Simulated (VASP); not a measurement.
# ZnSe (P4/nmm) in VASP: notebook

Runs on ZnSe. Level: r2SCAN. Tasks: single point.

All numbers are computed with VASP 6.6.1; they aren't measurements. Logs are shortened: lines on timing, memory, paths and dates and some standing lists are left out, and cuts for length are marked.

## 1. The cell of the first run

Symmetry: P4/nmm, No. 129, tetragonal system. Conventional cell: a = 4.108 Å, b = 4.108 Å, c = 6.070 Å, α = 90.00°, β = 90.00°, γ = 90.00°. Zn (site symmetry -4m2) has 4 Se at 2.54 Å and 4 Zn at 2.90 Å within 3.4 Å. Se (site symmetry 4mm) has 4 Zn at 2.54 Å within 3.4 Å.

## 2. Single point, r2SCAN

File POSCAR:

```
ZnSe
1.0
    4.1077020000      0.0000000000      0.0000000000
    0.0000000000      4.1077020000      0.0000000000
    0.0000000000      0.0000000000      6.0703500000
Zn Se
2 2
Direct
    0.0000000000      0.0000000000      0.0000000000
    0.5000000000      0.5000000000      0.0000000000
    0.0000000000      0.5000000000      0.2462800000
    0.5000000000      0.0000000000      0.7537200000
```

File INCAR.step1:

```
SYSTEM = ZnSe
PREC = Accurate
ENCUT = 520
ISMEAR = 0
SIGMA = 0.01
LREAL = .False.
LASPH = .True.
NELM = 80
NBANDS = 26
GGA = PE
ALGO = Normal
EDIFF = 1E-4
LWAVE = .True.
LCHARG = .False.
```

File INCAR.step2:

```
SYSTEM = ZnSe
PREC = Accurate
ENCUT = 520
EDIFF = 1E-6
ISMEAR = 0
SIGMA = 0.01
LREAL = .False.
LASPH = .True.
NELM = 80
ALGO = Normal
ISIF = 2
LWAVE = .False.
LCHARG = .False.
METAGGA = R2SCAN
LMIXTAU = .True.
NBANDS = 26
ISTART = 1
```

File KPOINTS:

```
regular mesh
0
Gamma
  6 6 4
  0 0 0
```

Potentials or basis: VASP PAW PBE potentials, release 64 (Zn, Se).

Launch:

```console
> cat potpaw_PBE.64/Zn/POTCAR potpaw_PBE.64/Se/POTCAR > POTCAR
> cp INCAR.step1 INCAR
> mpirun -np 1 vasp_std > vasp.out
> cp INCAR.step2 INCAR
> mpirun -np 1 vasp_std > vasp.out
```

OUTCAR:

```text
SYSTEM = ZnSe
   PREC = Accurate
   ENCUT = 520
   EDIFF = 1E-6
   ISMEAR = 0
   LREAL = .False.
   LASPH = .True.
   NELM = 80
   ISIF = 2
   METAGGA = R2SCAN
   ISTART = 1

 ion  position               nearest neighbor table
   1  0.000  0.000  0.000-   3 2.54   4 2.54   3 2.54   4 2.54   2 2.90   2 2.90   2 2.90   2 2.90

   2  0.500  0.500  0.000-   3 2.54   4 2.54   4 2.54   3 2.54   1 2.90   1 2.90   1 2.90   1 2.90

   3  0.000  0.500  0.246-   1 2.54   2 2.54   1 2.54   2 2.54
   4  0.500  0.000  0.754-   1 2.54   2 2.54   2 2.54   1 2.54

  LATTYP: Found a simple tetragonal cell.
 ALAT       =     4.1077020000
 C/A-ratio  =     1.4777970749

  Lattice vectors:

 A1 = (   4.1077020000,   0.0000000000,   0.0000000000)
 A2 = (   0.0000000000,   4.1077020000,   0.0000000000)
 A3 = (   0.0000000000,   0.0000000000,   6.0703500000)

Analysis of symmetry for initial positions (statically):
=====================================================================
 Subroutine PRICEL returns:
 Original cell was already a primitive cell.

 Routine SETGRP: Setting up the symmetry group for a
 simple tetragonal supercell.

 Subroutine GETGRP returns: Found 16 space group operations
 (whereof  8 operations were pure point group operations)
 out of a pool of 16 trial point group operations.

The static configuration has the point symmetry D_2d.
 The point group associated with its full space group is D_4h.

Analysis of symmetry for dynamics (positions and initial velocities):
=====================================================================
 Subroutine PRICEL returns:
 Original cell was already a primitive cell.

 Routine SETGRP: Setting up the symmetry group for a
 simple tetragonal supercell.

 Subroutine GETGRP returns: Found 16 space group operations
 (whereof  8 operations were pure point group operations)
 out of a pool of 16 trial point group operations.

The dynamic configuration has the point symmetry D_2d.
 The point group associated with its full space group is D_4h.

 Subroutine INISYM returns: Found 16 space group operations
 (whereof  8 operations are pure point group operations),
 and found     1 'primitive' translations

----------------------------------------------------------------------------------------

                                     Primitive cell

  volume of cell :     102.4263

  direct lattice vectors                    reciprocal lattice vectors
     4.107702000  0.000000000  0.000000000     0.243445118  0.000000000  0.000000000
     0.000000000  4.107702000  0.000000000     0.000000000  0.243445118  0.000000000
     0.000000000  0.000000000  6.070350000     0.000000000  0.000000000  0.164735147

  length of vectors
     4.107702000  4.107702000  6.070350000     0.243445118  0.243445118  0.164735147

  position of ions in fractional coordinates (direct lattice)
     0.000000000  0.000000000  0.000000000
     0.500000000  0.500000000  0.000000000
     0.000000000  0.500000000  0.246280000
     0.500000000  0.000000000  0.753720000

  ion indices of the primitive-cell ions
   primitive index   ion index
                 1           1
                 2           2
                 3           3
                 4           4

----------------------------------------------------------------------------------------

 KPOINTS: regular mesh

Automatic generation of k-mesh.
 Grid dimensions read from file:
 generate k-points for:    6    6    4

 Generating k-lattice:

  Cartesian coordinates                     Fractional coordinates (reciprocal lattice)
     0.040574186  0.000000000  0.000000000     0.166666667  0.000000000  0.000000000
     0.000000000  0.040574186  0.000000000     0.000000000  0.166666667  0.000000000
     0.000000000  0.000000000  0.041183787     0.000000000  0.000000000  0.250000000

  Length of vectors
     0.040574186  0.040574186  0.041183787

  Shift w.r.t. Gamma in fractional coordinates (k-lattice)
     0.000000000  0.000000000  0.000000000

 Subroutine IBZKPT returns following result:
 ===========================================

 Found     30 irreducible k-points:

 Following reciprocal coordinates:
            Coordinates               Weight
  0.000000  0.000000  0.000000      1.000000
  0.166667  0.000000  0.000000      4.000000
  0.333333  0.000000  0.000000      4.000000
  0.500000  0.000000  0.000000      2.000000
  0.166667  0.166667  0.000000      4.000000
  0.333333  0.166667  0.000000      8.000000
[... 16 lines left out ...]
  0.333333  0.000000  0.500000      4.000000
  0.500000  0.000000  0.500000      2.000000
 [... further k-points ...]
   k-points           NKPTS =     30   k-points in BZ     NKDIM =     30   number of bands    NBANDS=     26
   number of dos      NEDOS =    301   number of ions     NIONS =      4
   total plane-waves  NPLWV =  49152
   dimension x,y,z NGX =    32 NGY =   32 NGZ =   48
   dimension x,y,z NGXF=    64 NGYF=   64 NGZF=   96
   ions per type =               2   2
   NGX,Y,Z   is equivalent  to a cutoff of  12.95, 12.95, 13.15 a.u.
   NGXF,Y,Z  is equivalent  to a cutoff of  25.90, 25.90, 26.29 a.u.
 SYSTEM =  ZnSe
   PREC   = accura    normal or accurate (medium, high low for compatibility)
   ISTART =      1    job   : 0-new  1-cont  2-samecut
   ICHARG =      0    charge: 1-file 2-atom 10-const
   ISPIN  =      1    spin polarized calculation?
   LNONCOLLINEAR =      F non collinear calculations
   LSORBIT =      F    spin-orbit coupling
   LASPH  =      T    aspherical Exc in radial PAW
   ENCUT  =  520.0 eV  38.22 Ry    6.18 a.u.   7.64  7.64 11.29*2*pi/ulx,y,z
   NELM   =     80;   NELMIN=  2; NELMDL=  0     # of ELM steps
   EDIFF  = 0.1E-05   stopping-criterion for ELM
   LREAL  =      F    real-space projection
   EDIFFG = 0.1E-04   stopping-criterion for IOM
   NSW    =      0    number of steps for IOM
   IBRION =     -1    ionic relax: 0-MD 1-quasi-New 2-CG
   NFREE  =      0    steps in history (QN), initial steepest desc. (CG)
   ISIF   =      2    stress and relaxation
   ISYM   =      2    0-nonsym 1-usesym 2-fastsym
   POTIM  = 0.5000    time-step for ionic-motion
   TEBEG  =    0.0;   TEEND  =   0.0 temperature during run
   PSTRESS=    0.0 pullay stress
   NELECT =      36.0000    total number of electrons
   NUPDOWN=      -1.0000    fix difference up-down
   EMIN   =  10.00;   EMAX   =-10.00  energy-range for DOS
   EFERMI =   0.00;   METHOD = LEGACY
   ISMEAR =     0;   SIGMA  =   0.01  broadening in eV -4-tet -1-fermi 0-gaus
   EFERMI_NEDOS =   21; number of points for ismear=-14 and -15
   IALGO  =     38    algorithm
   IMIX   =      4    mixing-type and parameters
     AMIX     =   0.40;   BMIX     =  1.00
     AMIX_MAG =   1.60;   BMIX_MAG =  1.00
  volume/ion in A,a.u.               =      25.61       172.80
  Fermi-wavevector in a.u.,A,eV,Ry     =   1.155328  2.183253 18.160809  1.334782
  Thomas-Fermi vector in A             =   2.291957
   LORBIT       =      0    0 simple, 1 ext, 2 COOP (PROOUT), +10 PAW based schemes
   METAGGA = R2SCAN    functional components
   LHFCALC =     F    Hartree Fock is set to
   AEXX    =    0.0000 exact exchange contribution
   IVDW    =     0    specifies the selected vdW correction
   LEPSILON=     F    determine dielectric tensor
   LRPA    =     F    only Hartree local field effects (RPA)
 non-spin polarized calculation
 Gauss-broadening in eV      SIGMA  =   0.01
  energy-cutoff  :      520.00
  volume of cell :      102.43
 maximum number of plane-waves:      2783
 NGX is ok and might be reduce to    32
   NGX = 15   NGY = 15   NGZ = 23

 number of electron      35.9999984 magnetization

 Free energy of the ion-electron system (eV)
  ---------------------------------------------------
  ext. energy  EPLUGINS =         0.00000000
  ---------------------------------------------------
  free energy    TOTEN  =       -49.02461590 eV

  energy without entropy =      -49.02461590  energy(sigma->0) =      -49.02461590

 E-fermi :   0.3945     XC(G=0):  -9.2055

 val. band max:        0.3137910741   @ k =   0.0000   0.0000   0.0000
 cond. band min:       2.7275718427   @ k =   0.0000   0.0000   0.0000
 fundamental gap:      2.4137807686
 Fermi energy:         0.3944970461

 k-point     1 :       0.0000    0.0000    0.0000
  band No.  band energies     occupation
      1     -13.0169      2.00000
      2     -12.0649      2.00000
      3      -6.5594      2.00000
      4      -6.5429      2.00000
      5      -6.4927      2.00000
      6      -6.4927      2.00000
[... 18 lines left out ...]
     25      10.9769      0.00000
     26      11.5476      0.00000

 k-point     2 :       0.1667    0.0000    0.0000
  band No.  band energies     occupation
      1     -12.9036      2.00000
      2     -12.0639      2.00000
      3      -6.5472      2.00000
      4      -6.4955      2.00000
      5      -6.4532      2.00000
      6      -6.4381      2.00000
[... 18 lines left out ...]
     25       9.5843      0.00000
     26       9.5875      0.00000

 k-point     3 :       0.3333    0.0000    0.0000
  band No.  band energies     occupation
      1     -12.6167      2.00000
      2     -12.1125      2.00000
      3      -6.4784      2.00000
      4      -6.3669      2.00000
      5      -6.3305      2.00000
      6      -6.3263      2.00000
[... 18 lines left out ...]
     25       8.2791      0.00000
     26       8.5621      0.00000

 k-point     4 :       0.5000    0.0000    0.0000
  band No.  band energies     occupation
      1     -12.3024      2.00000
      2     -12.3024      2.00000
      3      -6.3524      2.00000
      4      -6.3524      2.00000
      5      -6.2478      2.00000
      6      -6.2478      2.00000
[... 18 lines left out ...]
     25       8.3063      0.00000
     26       8.3063      0.00000
[... 496 lines left out ...]
      1     -12.7870      2.00000
      2     -12.2090      2.00000
      3      -6.5486      2.00000
      4      -6.4957      2.00000
      5      -6.4519      2.00000
      6      -6.4415      2.00000
[... 18 lines left out ...]
     25       8.5907      0.00000
     26       9.0912      0.00000

 k-point    23 :       0.3333    0.0000    0.5000
  band No.  band energies     occupation
      1     -12.5375      2.00000
      2     -12.1918      2.00000
      3      -6.4800      2.00000
      4      -6.3733      2.00000
      5      -6.3434      2.00000
      6      -6.3179      2.00000
[... 18 lines left out ...]
     25       8.1213      0.00000
     26       8.8491      0.00000

 k-point    24 :       0.5000    0.0000    0.5000
  band No.  band energies     occupation
      1     -12.2942      2.00000
      2     -12.2942      2.00000
      3      -6.3530      2.00000
      4      -6.3530      2.00000
      5      -6.2321      2.00000
      6      -6.2321      2.00000
[... 18 lines left out ...]
     25       9.6865      0.00000
     26       9.6865      0.00000

 [... further k-points ...]

------------------------ aborting loop because EDIFF is reached ----------------------------------------

  FORCE on cell =-STRESS in cart. coord.  units (eV):
  Direction    XX          YY          ZZ          XY          YZ          ZX
  --------------------------------------------------------------------------------------
  -------------------------------------------------------------------------------------
  Total       -1.1948638     -1.1948638     -1.3439619      0.0000000      0.0000000      0.0000000
  in kB      -18.6903485    -18.6903485    -21.0225763      0.0000000      0.0000000      0.0000000
  external PRESSURE =     -19.4677578 kB  Pullay stress =       0.0000000 kB

 VOLUME and BASIS-vectors are now :
 -----------------------------------------------------------------------------
  energy-cutoff  :      520.00
  volume of cell :      102.43
      direct lattice vectors                 reciprocal lattice vectors
     4.107702000  0.000000000  0.000000000     0.243445118  0.000000000  0.000000000
     0.000000000  4.107702000  0.000000000     0.000000000  0.243445118  0.000000000
     0.000000000  0.000000000  6.070350000     0.000000000  0.000000000  0.164735147

 POSITION                                       TOTAL-FORCE (eV/Angst)
 -----------------------------------------------------------------------------------
      0.00000      0.00000      0.00000         0.000000     -0.000000      0.000000
      2.05385      2.05385      0.00000        -0.000000     -0.000000      0.000000
      0.00000      2.05385      1.49501         0.000000     -0.000000     -0.370133
      2.05385      0.00000      4.57534         0.000000      0.000000      0.370133
 -----------------------------------------------------------------------------------
    total drift:                                0.000000     -0.000000     -0.000000

  FREE ENERGIE OF THE ION-ELECTRON SYSTEM (eV)
  ---------------------------------------------------
  free  energy   TOTEN  =       -49.0246159044 eV

  energy  without entropy=      -49.0246159044  energy(sigma->0) =      -49.02461590
```

Wall time 96 s (1 thread of Intel Xeon 6975P-C (Granite Rapids), shared host); peak memory 0.26 GiB.

What came out:

```
Free energy            : -49.0246 eV
Pressure               : -1.9 GPa
Largest force          : 0.370 eV/Å
Band gap on the k mesh : 2.41 eV
```

Forces on the atoms (eV/Å):
```
Zn   0.000  0.000  0.000
Zn   0.000  0.000  0.000
Se   0.000  0.000 -0.370
Se   0.000  0.000  0.370
```

Stress tensor (GPa, compression positive):
```
-1.87  0.00  0.00
 0.00 -1.87  0.00
 0.00  0.00 -2.10
```

Caveat: the PAW data sets were made with another functional, which shifts forces and pressure a little.

## 3. Single point, r2SCAN

POSCAR is that of step 2.

File INCAR.step1:

```
PREC = Accurate ; ENCUT = 520
ISMEAR = 0 ; SIGMA = 0.01
LREAL = False ; LASPH = True
NELM = 100 ; NBANDS = 26
GGA = PE ; ALGO = Normal
EDIFF = 1E-4 ; LWAVE = True
LCHARG = False
```

File INCAR.step2:

```
PREC = Accurate ; ENCUT = 520
EDIFF = 1E-6 ; ISMEAR = 0
SIGMA = 0.01 ; LREAL = False
LASPH = True ; NELM = 100
ALGO = Normal ; ISIF = 2
LWAVE = False ; LCHARG = True
METAGGA = R2SCAN ; LMIXTAU = True
LELF = True ; LVHAR = True
NBANDS = 26 ; ISTART = 1
```

File KPOINTS:

```
Automatic mesh
0
Gamma
  8 8 6
```

Potentials or basis: VASP PAW PBE potentials, release 64 (Zn, Se).

Launch:

```console
> cat potpaw_PBE.64/Zn/POTCAR potpaw_PBE.64/Se/POTCAR > POTCAR
> cp INCAR.step1 INCAR
> mpirun -np 1 vasp_std > vasp.out
> cp INCAR.step2 INCAR
> mpirun -np 1 vasp_std > vasp.out
```

Wall time 2.8 min (1 thread of Intel Xeon 6975P-C (Granite Rapids), shared host); peak memory 0.32 GiB.

The run converged. Its results:

```yaml
Free_energy: -49.0273 eV
Pressure: -2.0 GPa
Largest_force: 0.369 eV/Å
Band_gap_on_the_k_mesh: 2.41 eV
```

Forces on the atoms (eV/Å):
```
Zn   0.000  0.000  0.000
Zn   0.000  0.000  0.000
Se   0.000  0.000 -0.369
Se   0.000  0.000  0.369
```

Stress tensor (GPa, compression positive):
```
-1.89  0.00  0.00
 0.00 -1.89  0.00
 0.00  0.00 -2.09
```

Levels at points of the mesh, in eV from the valence-band top:
| k point | band 16 | band 17 | band 18 | band 19 | band 20 | band 21 |
| --- | --- | --- | --- | --- | --- | --- |
| (0.00, 0.00, 0.00) | -0.01 | -0.01 | 0.00 | 2.41 | 2.42 | 3.42 |
| (0.50, 0.00, 0.00) | -1.52 | -0.79 | -0.79 | 3.96 | 3.96 | 6.40 |
| (0.50, 0.50, 0.00) | -2.18 | -2.05 | -2.05 | 3.78 | 3.78 | 4.03 |
| (0.00, 0.00, 0.50) | -1.12 | -0.28 | -0.28 | 2.52 | 3.82 | 4.12 |
| (0.50, 0.00, 0.50) | -0.77 | -0.76 | -0.76 | 3.13 | 3.13 | 6.34 |
| (0.50, 0.50, 0.50) | -2.46 | -2.38 | -2.38 | 5.00 | 5.00 | 5.31 |

Caveat: the PAW data sets were made with another functional, which shifts forces and pressure a little. A k mesh can miss the band edges.
